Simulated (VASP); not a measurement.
Here is a VASP 6.6.1 calculation.

The input POSCAR:

```
AlN
1.0
    3.1066653386      0.0000000000      0.0000000000
   -1.5533326693      2.6904511043      0.0000000000
    0.0000000000      0.0000000000      4.9784048354
Al N
2 2
Direct
    0.3333333333      0.6666666667      0.0016929024
    0.6666666667      0.3333333333      0.5016929024
    0.3479902645      0.6773962850      0.3891056444
    0.6666666667      0.3333333333      0.8833070976
```

Contents of INCAR.step1:

```
PREC = Accurate
ENCUT = 520
ISMEAR = 0
SIGMA = 0.05
LREAL = F
LASPH = T
NELM = 100
NBANDS = 16
GGA = PE
ALGO = Normal
EDIFF = 1E-4
LWAVE = T
LCHARG = F
```

The input INCAR.step2:

```
PREC = Accurate
ENCUT = 520
EDIFF = 1E-6
ISMEAR = 0
SIGMA = 0.05
LREAL = F
LASPH = T
NELM = 100
ALGO = Normal
ISIF = 2
LWAVE = F
LCHARG = F
METAGGA = R2SCAN
LMIXTAU = T
NBANDS = 16
ISTART = 1
```

File KPOINTS:

```
Automatic mesh
0
Gamma
  12 12 6
```

Potentials or basis: VASP PAW PBE potentials, release 64 (Al, N).

Command:

```sh
$ cat potpaw_PBE.64/Al/POTCAR potpaw_PBE.64/N/POTCAR > POTCAR
$ cp INCAR.step1 INCAR
$ mpirun -np 1 vasp_std > vasp.out
$ cp INCAR.step2 INCAR
$ mpirun -np 1 vasp_std > vasp.out
```

Predict the pressure.

-0.3 GPa.

Predict the band gap on the k mesh.

4.86 eV.

Predict the largest force.

0.909 eV/Å.

Stress tensor (GPa, compression positive):
```
-0.89 -1.23  0.49
-1.23  1.69  0.58
 0.49  0.58 -1.59
```

Caveat: the cell differs from its parent crystal (atom 3 (N) moved +0.050 Å along Cartesian [1 1 1]); the PAW data sets were made with another functional, which shifts forces and pressure a little. A k mesh can miss the band edges.
